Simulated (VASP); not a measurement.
# O (C2/m) in VASP: single point with PBE

Aim: the single point of O with PBE.

Program: VASP 6.6.1. These are calculated values, not measurements. Logs are shortened: lines on timing, memory, paths and dates and some standing lists are left out, and cuts for length are marked.

### Step 1. The cell of the first run

The structure is monoclinic, space group C2/m (No. 12). Conventional cell: a = 5.703 Å, b = 3.325 Å, c = 4.363 Å, α = 90.00°, β = 123.29°, γ = 90.00°. O (site symmetry m) has 1 O at 1.22 Å within 1.6 Å.

### Step 2. Single point, PBE

POSCAR

```
O
1.0
    2.8514028533     -1.6624159400      0.0000000000
    2.8514028533      1.6624159400      0.0000000000
   -2.3944914034      0.0000000000      3.6470501824
O
2
Direct
    0.0254538300      0.0254538300      0.1555740200
    0.9745461700      0.9745461700      0.8444259800
```

INCAR.step1

```
PREC = Accurate
ENCUT = 520
EDIFF = 1E-7
ISMEAR = -1
SIGMA = 0.05
LREAL = F
LASPH = T
NELM = 100
ALGO = Normal
ISIF = 2
LWAVE = F
LCHARG = T
GGA = PE
NBANDS = 13
```

KPOINTS.step1

```
regular mesh
0
Gamma
  10 10 8
```

INCAR.step2

```
PREC = Accurate
ENCUT = 520
EDIFF = 1E-7
ISMEAR = -5
SIGMA = 0.05
LREAL = F
LASPH = T
NELM = 100
ALGO = Normal
ISIF = 2
LWAVE = F
LCHARG = F
GGA = PE
LORBIT = 11
NBANDS = 13
NEDOS = 1001
ICHARG = 11
```

KPOINTS.step2

```
regular mesh
0
Gamma
  15 15 12
```

Potentials or basis: VASP PAW PBE potentials, release 64 (O).

Launch:

```console
cat potpaw_PBE.64/O/POTCAR > POTCAR
cp INCAR.step1 INCAR
cp KPOINTS.step1 KPOINTS
mpirun -np 1 vasp_std > vasp.out
cp INCAR.step2 INCAR
cp KPOINTS.step2 KPOINTS
mpirun -np 1 vasp_std > vasp.out
```

OUTCAR:

```text
PREC = Accurate
   ENCUT = 520
   EDIFF = 1E-7
   ISMEAR = -5
   LREAL = F
   LASPH = T
   NELM = 100
   ISIF = 2
   GGA = PE
   LORBIT = 11
   ICHARG = 11

 ion  position               nearest neighbor table
   1  0.025  0.025  0.156-   2 1.22
   2  0.975  0.975  0.844-   1 1.22

  LATTYP: Found a base centered monoclinic cell.
 ALAT       =     5.7028057066
 B/A-ratio  =     0.5830168607
 C/A-ratio  =     0.7650377976
 COS(beta)  =    -0.5488350190

  Lattice vectors:

 A1 = (   2.8514028533,  -1.6624159400,   0.0000000000)
 A2 = (   2.8514028533,   1.6624159400,   0.0000000000)
 A3 = (  -2.3944914034,   0.0000000000,   3.6470501824)

Analysis of symmetry for initial positions (statically):
=====================================================================
 Subroutine PRICEL returns:
 Original cell was already a primitive cell.

 Routine SETGRP: Setting up the symmetry group for a
 base centered monoclinic supercell.

 Subroutine GETGRP returns: Found  4 space group operations
 (whereof  4 operations were pure point group operations)
 out of a pool of  4 trial point group operations.

The static configuration has the point symmetry C_2h.

Analysis of symmetry for dynamics (positions and initial velocities):
=====================================================================
 Subroutine PRICEL returns:
 Original cell was already a primitive cell.

 Routine SETGRP: Setting up the symmetry group for a
 base centered monoclinic supercell.

 Subroutine GETGRP returns: Found  4 space group operations
 (whereof  4 operations were pure point group operations)
 out of a pool of  4 trial point group operations.

The dynamic configuration has the point symmetry C_2h.

 Subroutine INISYM returns: Found  4 space group operations
 (whereof  4 operations are pure point group operations),
 and found     1 'primitive' translations

----------------------------------------------------------------------------------------

                                     Primitive cell

  volume of cell :      34.5756

  direct lattice vectors                    reciprocal lattice vectors
     2.851402853 -1.662415940  0.000000000     0.175352283 -0.300767087  0.115128532
     2.851402853  1.662415940  0.000000000     0.175352283  0.300767087  0.115128532
    -2.394491403  0.000000000  3.647050182     0.000000000  0.000000000  0.274194198

  length of vectors
     3.300624939  3.300624939  4.362861918     0.366693118  0.366693118  0.274194198

  position of ions in fractional coordinates (direct lattice)
     0.025453830  0.025453830  0.155574020
     0.974546170  0.974546170  0.844425980

  ion indices of the primitive-cell ions
   primitive index   ion index
                 1           1
                 2           2

----------------------------------------------------------------------------------------

 KPOINTS: regular mesh

Automatic generation of k-mesh.
 Grid dimensions read from file:
 generate k-points for:   15   15   12

 Generating k-lattice:

  Cartesian coordinates                     Fractional coordinates (reciprocal lattice)
     0.011690152 -0.020051139  0.007675235     0.066666667  0.000000000  0.000000000
     0.011690152  0.020051139  0.007675235     0.000000000  0.066666667  0.000000000
     0.000000000  0.000000000  0.022849517     0.000000000  0.000000000  0.083333333

  Length of vectors
     0.024446208  0.024446208  0.022849517

  Shift w.r.t. Gamma in fractional coordinates (k-lattice)
     0.000000000  0.000000000  0.000000000

 TETIRR: Found   4050 inequivalent tetrahedra from    16200

 Subroutine IBZKPT returns following result:
 ===========================================

 Found    728 irreducible k-points:

 Following reciprocal coordinates:
            Coordinates               Weight
  0.000000  0.000000  0.000000      1.000000
  0.066667  0.000000 -0.000000      4.000000
  0.133333  0.000000  0.000000      4.000000
  0.200000 -0.000000  0.000000      4.000000
  0.266667  0.000000  0.000000      4.000000
  0.333333  0.000000  0.000000      4.000000
[... 16 lines left out ...]
  0.133333  0.133333  0.000000      2.000000
  0.200000  0.133333  0.000000      4.000000
 [... further k-points ...]
   k-points           NKPTS =    728   k-points in BZ     NKDIM =    728   number of bands    NBANDS=     13
   number of dos      NEDOS =   1001   number of ions     NIONS =      2
   total plane-waves  NPLWV =  25088
   dimension x,y,z NGX =    28 NGY =   28 NGZ =   32
   dimension x,y,z NGXF=    56 NGYF=   56 NGZF=   64
   ions per type =               2
   NGX,Y,Z   is equivalent  to a cutoff of  14.10, 14.10, 12.19 a.u.
   NGXF,Y,Z  is equivalent  to a cutoff of  28.21, 28.21, 24.39 a.u.
 SYSTEM =  unknown system
   PREC   = accura    normal or accurate (medium, high low for compatibility)
   ISTART =      0    job   : 0-new  1-cont  2-samecut
   ICHARG =     11    charge: 1-file 2-atom 10-const
   ISPIN  =      1    spin polarized calculation?
   LNONCOLLINEAR =      F non collinear calculations
   LSORBIT =      F    spin-orbit coupling
   LASPH  =      T    aspherical Exc in radial PAW
   ENCUT  =  520.0 eV  38.22 Ry    6.18 a.u.   6.14  6.14  8.11*2*pi/ulx,y,z
   NELM   =    100;   NELMIN=  2; NELMDL=  0     # of ELM steps
   EDIFF  = 0.1E-06   stopping-criterion for ELM
   LREAL  =      F    real-space projection
   EDIFFG = 0.1E-05   stopping-criterion for IOM
   NSW    =      0    number of steps for IOM
   IBRION =     -1    ionic relax: 0-MD 1-quasi-New 2-CG
   NFREE  =      0    steps in history (QN), initial steepest desc. (CG)
   ISIF   =      2    stress and relaxation
   ISYM   =      2    0-nonsym 1-usesym 2-fastsym
   POTIM  = 0.5000    time-step for ionic-motion
   TEBEG  =    0.0;   TEEND  =   0.0 temperature during run
   PSTRESS=    0.0 pullay stress
   NELECT =      12.0000    total number of electrons
   NUPDOWN=      -1.0000    fix difference up-down
   EMIN   =  10.00;   EMAX   =-10.00  energy-range for DOS
   EFERMI =   0.00;   METHOD = LEGACY
   ISMEAR =    -5;   SIGMA  =   0.05  broadening in eV -4-tet -1-fermi 0-gaus
   EFERMI_NEDOS =   21; number of points for ismear=-14 and -15
   IALGO  =     38    algorithm
   IMIX   =      4    mixing-type and parameters
     AMIX     =   0.40;   BMIX     =  1.00
     AMIX_MAG =   1.60;   BMIX_MAG =  1.00
  volume/ion in A,a.u.               =      17.29       116.66
  Fermi-wavevector in a.u.,A,eV,Ry     =   1.150479  2.174089 18.008688  1.323601
  Thomas-Fermi vector in A             =   2.287142
   LORBIT       =     11    0 simple, 1 ext, 2 COOP (PROOUT), +10 PAW based schemes
   GGA     = PE    functional components
   LHFCALC =     F    Hartree Fock is set to
   AEXX    =    0.0000 exact exchange contribution
   IVDW    =     0    specifies the selected vdW correction
   LEPSILON=     F    determine dielectric tensor
   LRPA    =     F    only Hartree local field effects (RPA)
 non-spin polarized calculation
 Fermi weights with tetrahedron method with Bloechl corrections
  energy-cutoff  :      520.00
  volume of cell :       34.58
 maximum number of plane-waves:       950
 NGX is ok and might be reduce to    28

 number of electron      11.9999999 magnetization

 Free energy of the ion-electron system (eV)
  ---------------------------------------------------
  ext. energy  EPLUGINS =         0.00000000
  ---------------------------------------------------
  free energy    TOTEN  =        -9.04258453 eV

  energy without entropy =       -9.04258453  energy(sigma->0) =       -9.04258453

 E-fermi :  -1.8266     XC(G=0):  -7.4428

 val. band max:       -1.8139926579   @ k =   0.4000   0.1333   0.1667
 cond. band min:      -1.8329880884   @ k =  -0.2000   0.0667   0.0000
 fundamental gap:     -0.0189954306
 Fermi energy:        -1.8266476921

 k-point     1 :       0.0000    0.0000    0.0000
  band No.  band energies     occupation
      1     -28.3432      2.00000
      2     -15.6134      2.00000
      3      -9.6317      2.00000
      4      -8.0987      2.00000
      5      -8.0622      2.00000
      6      -1.9354      2.00000
      7      -1.6571      0.00000
      8       4.8847      0.00000
      9       8.6228      0.00000
     10      12.4489      0.00000
     11      13.6255      0.00000
     12      16.2725      0.00000
     13      17.3079      0.00000

 k-point     2 :       0.0667    0.0000   -0.0000
  band No.  band energies     occupation
      1     -28.3384      2.00000
      2     -15.6149      2.00000
      3      -9.6237      2.00000
      4      -8.1301      2.00000
      5      -8.0742      2.00000
      6      -1.9285      2.00000
      7      -1.6747      0.00000
      8       4.9813      0.00000
      9       8.6178      0.00000
     10      12.2969      0.00000
     11      13.8621      0.00000
     12      15.8570      0.00000
     13      17.1341      0.00000

 k-point     3 :       0.1333    0.0000    0.0000
  band No.  band energies     occupation
      1     -28.3252      2.00000
      2     -15.6190      2.00000
      3      -9.6001      2.00000
      4      -8.2307      2.00000
      5      -8.0962      2.00000
      6      -1.9125      2.00000
      7      -1.7207      0.00000
      8       5.2618      0.00000
      9       8.6037      0.00000
     10      12.0569      0.00000
     11      14.1465      0.00000
     12      15.1577      0.00000
     13      16.7786      0.00000
[... 305 lines left out ...]
 k-point    23 :       0.1333    0.1333    0.0000
  band No.  band energies     occupation
      1     -28.3212      2.00000
      2     -15.6523      2.00000
      3      -9.5847      2.00000
      4      -8.1757      2.00000
      5      -8.1560      2.00000
      6      -1.8985      2.00000
      7      -1.6284      0.00000
      8       5.3396      0.00000
      9       8.5932      0.00000
     10      11.0520      0.00000
     11      15.2452      0.00000
     12      15.5186      0.00000
     13      16.1120      0.00000

 k-point    24 :       0.2000    0.1333    0.0000
  band No.  band energies     occupation
      1     -28.3073      2.00000
      2     -15.6692      2.00000
      3      -9.5544      2.00000
      4      -8.2826      2.00000
      5      -8.1637      2.00000
      6      -1.8830      2.01560
      7      -1.6307      0.00000
      8       5.6418      0.00000
      9       8.5772      0.00000
     10      10.7670      0.00000
     11      14.3492      0.00000
     12      15.9778      0.00000
     13      16.0589      0.00000

 [... further k-points ...]
[... 5 lines left out ...]
  --------------------------------------------------------------------------------------
  -------------------------------------------------------------------------------------
  Total       -0.0392063     -0.7999670      0.2280716      0.0000000      0.0000000     -0.2089600
  in kB       -1.8167541    -37.0691504     10.5684608      0.0000000      0.0000000     -9.6828631
  external PRESSURE =      -9.4391479 kB  Pullay stress =       0.0000000 kB

 VOLUME and BASIS-vectors are now :
 -----------------------------------------------------------------------------
  energy-cutoff  :      520.00
  volume of cell :       34.58
      direct lattice vectors                 reciprocal lattice vectors
     2.851402853 -1.662415940  0.000000000     0.175352283 -0.300767087  0.115128532
     2.851402853  1.662415940  0.000000000     0.175352283  0.300767087  0.115128532
    -2.394491403  0.000000000  3.647050182     0.000000000  0.000000000  0.274194198

 POSITION                                       TOTAL-FORCE (eV/Angst)
 -----------------------------------------------------------------------------------
     -0.22736      0.00000      0.56739        -0.154789      0.000000      0.856002
      3.53568      0.00000      3.07966         0.154789      0.000000     -0.856002
 -----------------------------------------------------------------------------------
    total drift:                                0.000000     -0.000000      0.000000

  FREE ENERGIE OF THE ION-ELECTRON SYSTEM (eV)
  ---------------------------------------------------
  free  energy   TOTEN  =        -9.0425845272 eV

  energy  without entropy=       -9.0425845272  energy(sigma->0) =       -9.04258453

 total charge

# of ion       s       p       d       tot
------------------------------------------
    1        1.616   3.274   0.000   4.890
    2        1.616   3.274   0.000   4.890
--------------------------------------------------
tot          3.233   6.547   0.000   9.780
```

It took 2 min on 1 thread of AMD EPYC 9R45 (Zen 5), shared host; peak memory 0.31 GiB.

What came out:

* Valence electrons inside the program's atomic spheres: O 4.89

Caveat: the standard files for N, O and F lose accuracy on very short bonds; spin is off for a triplet molecule; this functional lacks dispersion, which holds the molecules together, so the pressure and a relaxed volume are unreliable.
